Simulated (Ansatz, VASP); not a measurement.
**Two plane-wave programs on Pt**

```
Pt
1.0
    -1.52481    1.52481    1.58422
     1.52481   -1.52481    1.58422
     1.64363    1.64363   -1.58422
Pt
1
Cartesian
  0.0000 0.0000 0.0000
```

Change from the starting cell: strain +0.0750 x Voigt [0, 0, 0, 0, 0, 1], atoms carried along.

Alike in both runs: task single point; functional r2SCAN; k mesh 22 × 22 × 22; occupations gaussian, width 0.15 eV; no spin polarisation.

```csv
,VASP,Ansatz
version,VASP 6.6.1,Ansatz 0.2.0
potentials or method,"VASP PAW PBE potentials, release 64 (Pt), cutoff 520 eV","scalar-relativistic, plane waves, PAW"
valence electrons in the cell,10,18
```

Ansatz gave:

- gap on the k mesh at the Fermi level (eV): none
- pressure (GPa): -4.6
- traceless stress, the component that is largest in VASP (GPa): -10.33

Task: What did VASP give for the same quantities?

Result: gap on the k mesh at the Fermi level (eV): none; pressure (GPa): -4.0; traceless stress, the component that is largest in VASP (GPa): -10.48.

VASP's potentials were made for PBE, not for r2SCAN. A gap of «none» marks a metal or a gap that the smearing closes. With one functional, cell and mesh, what is left measures potentials, basis and numerics. VASP's potentials hold 10 valence electrons a cell and Ansatz's 18, so a difference there can come from the potentials and not from the codes.

Spin-orbit coupling is off throughout.
